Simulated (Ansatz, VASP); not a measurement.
## One calculation of Sn, two programs

```
CELL_PARAMETERS angstrom
-1.79742 1.89591 1.89591
1.89591 -1.79742 1.89591
1.89591 1.89591 -1.79742
ATOMIC_POSITIONS crystal
Sn 0.00000 0.00000 0.00000
```

Alike in both runs: task single point; functional PBEsol; k mesh 20 × 20 × 20; occupations gaussian, width 0.15 eV; no spin polarisation.

|  | VASP | Ansatz |
| --- | --- | --- |
| version | VASP 6.6.1 | Ansatz 0.2.0 |
| potentials or method | VASP PAW PBE potentials, release 64 (Sn_d), cutoff 520 eV | scalar-relativistic, plane waves, PAW |
| valence electrons in the cell | 14 | 14 |

```tsv
	VASP	Ansatz	Ansatz less VASP
gap on the k mesh at the Fermi level (eV)	none	none	-
pressure (GPa)	-1.8	-1.8	0.00
traceless stress, the component that is largest in VASP (GPa)	-0.73	-0.73	+0.003
```

VASP's potentials were made for PBE, not for PBEsol. A gap of «none» marks a metal or a gap that the smearing closes. With one functional, cell and mesh, what is left measures potentials, basis and numerics.
